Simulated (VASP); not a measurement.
A run of VASP 6.6.1 is set up as follows.

POSCAR

```
Cu
1.0
    2.2920148125      0.0000000000      0.0000000000
    0.0000000000      2.2920148125      0.0000000000
    0.0000000000      0.0000000000      2.2920148125
Cu
1
Direct
    0.0000000000      0.0000000000      0.0000000000
```

Contents of INCAR.step1:

```
SYSTEM = Cu
  PREC = Accurate
  ENCUT = 520
  ISMEAR = -1
  SIGMA = 0.1
  LREAL = .False.
  LASPH = .True.
  NELM = 80
  NBANDS = 12
  GGA = PE
  ALGO = Normal
  EDIFF = 1E-4
  LWAVE = .True.
  LCHARG = .False.
```

The input INCAR.step2:

```
SYSTEM = Cu
  PREC = Accurate
  ENCUT = 520
  EDIFF = 1E-6
  ISMEAR = -1
  SIGMA = 0.1
  LREAL = .False.
  LASPH = .True.
  NELM = 80
  ALGO = Normal
  ISIF = 2
  LWAVE = .False.
  LCHARG = .True.
  METAGGA = R2SCAN
  LMIXTAU = .True.
  LELF = .True.
  LVHAR = .True.
  NBANDS = 12
  ISTART = 1
```

KPOINTS

```
regular mesh
0
Gamma
  10 10 10
  0 0 0
```

Potentials or basis: VASP PAW PBE potentials, release 64 (Cu).

The run is started by

```sh
$ cat potpaw_PBE.64/Cu/POTCAR > POTCAR
$ cp INCAR.step1 INCAR
$ mpirun -np 1 vasp_std > vasp.out
$ cp INCAR.step2 INCAR
$ mpirun -np 1 vasp_std > vasp.out
```

(1) What does it give for the pressure?

Answers

(1) 16.3 GPa.

Caveat: the PAW data sets were made with another functional, which shifts forces and pressure a little.
